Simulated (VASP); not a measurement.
Set up this calculation in VASP 6.6.1, as the native input.

```
Task                   : single point
Functional             : PBE
Potentials or basis    : VASP PAW PBE potentials, release 64 (Ru_pv)
Cutoff                 : 520 eV
k mesh                 : 20 × 20 × 20
Occupations            : gaussian, width 0.15 eV
Spin                   : no spin polarisation
Dipole correction      : no
Further INCAR settings : ALGO = Normal; EDIFF = 1e-06; NBANDS = 13
```

The structure of Ru lies in POSCAR:

```
Ru
1.0
    0.0000000000      1.8812704888      1.8812704888
    1.8812704888      0.0000000000      1.8812704888
    1.8812704888      1.8812704888      0.0000000000
Ru
1
Direct
    0.0000000000      0.0000000000      0.0000000000
```

These files were run (other wordings do the same):

INCAR

```
  PREC = Accurate
  ENCUT = 520
  EDIFF = 1E-6
  ISMEAR = 0
  SIGMA = 0.15
  LREAL = F
  LASPH = T
  NELM = 80
  ALGO = Normal
  ISIF = 2
  LWAVE = F
  LCHARG = T
  GGA = PE
  LELF = T
  LVHAR = T
  NBANDS = 13
```

KPOINTS

```
regular mesh
0
Gamma
  20 20 20
```

Potentials or basis: VASP PAW PBE potentials, release 64 (Ru_pv).

Run with:

```sh
$ cat potpaw_PBE.64/Ru_pv/POTCAR > POTCAR
$ mpirun -np 1 vasp_std > vasp.out
```

Results of the run:

```yaml
Pressure: 12.8 GPa
Band_gap_on_the_k_mesh: zero (band 7 reaches 15.45 eV, above the bottom of band 8 at 11.72 eV)
```

Wall time 16 s on 1 thread of AMD EPYC 9R45 96-Core Processor (Zen 5), on a shared host, peak memory 0.13 GiB.
